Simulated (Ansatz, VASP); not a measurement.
Two plane-wave programs on CS3

The input INCAR:

```
ALGO = Normal
EDIFF = 1E-6
ENCUT = 600
GGA = PE
GGA_COMPAT = F
ISIF = 2
ISMEAR = 0
IVDW = 12
LASPH = T
LCHARG = T
LELF = T
LREAL = F
LVHAR = T
LWAVE = F
NBANDS = 19
NELM = 120
PREC = Accurate
SIGMA = 0.1
```

Contents of KPOINTS:

```
k-points
0
Gamma
  4 4 4
```

POSCAR

```
CS3
1.0
   -2.7578086500      2.7578086500      2.7578086500
    2.7578086500     -2.7578086500      2.7578086500
    2.7578086500      2.7578086500     -2.7578086500
C S
1 3
Direct
    0.0000000000      0.0000000000      0.0000000000
    0.0000000000      0.5000000000      0.5000000000
    0.5000000000      0.0000000000      0.5000000000
    0.5000000000      0.5000000000      0.0000000000
```

Input for Ansatz:

```yaml
crystal:
  lattice:
    - [-2.75780865, 2.75780865, 2.75780865]
    - [2.75780865, -2.75780865, 2.75780865]
    - [2.75780865, 2.75780865, -2.75780865]
  atoms:
    - { symbol: C, position: [0.0, 0.0, 0.0] }
    - { symbol: S, position: [0.0, 0.5, 0.5] }
    - { symbol: S, position: [0.5, 0.0, 0.5] }
    - { symbol: S, position: [0.5, 0.5, 0.0] }
basis:
  ecutwfc: 420
kpoints:
  mp_grid: { grid: [4, 4, 4] }
hamiltonian:
  xc: pbe
  dispersion: d3bj
scf:
  occupations: { method: gaussian, width: 0.1 }
  lower_state_search: "off"
output:
  forces: true
  stress: true
  eigenvalues: true
```

Alike in both runs: task single point; functional PBE; dispersion D3(BJ); k mesh 4 × 4 × 4; occupations gaussian, width 0.1 eV; no spin polarisation.

|  | VASP | Ansatz |
| --- | --- | --- |
| version | VASP 6.6.1 | Ansatz 0.2.0 |
| potentials or method | VASP PAW PBE potentials, release 64 (C, S), cutoff 600 eV | scalar-relativistic, plane waves, PAW |
| valence electrons in the cell | 22 | 22 |

```csv
,VASP,Ansatz,Ansatz less VASP
gap on the k mesh at the Fermi level (eV),none,none,-
pressure (GPa),-17.7,-17.6,+0.04
```

A gap of «none» marks a metal or a gap that the smearing closes.

The k mesh is coarse, so the values compare programs but aren't converged.
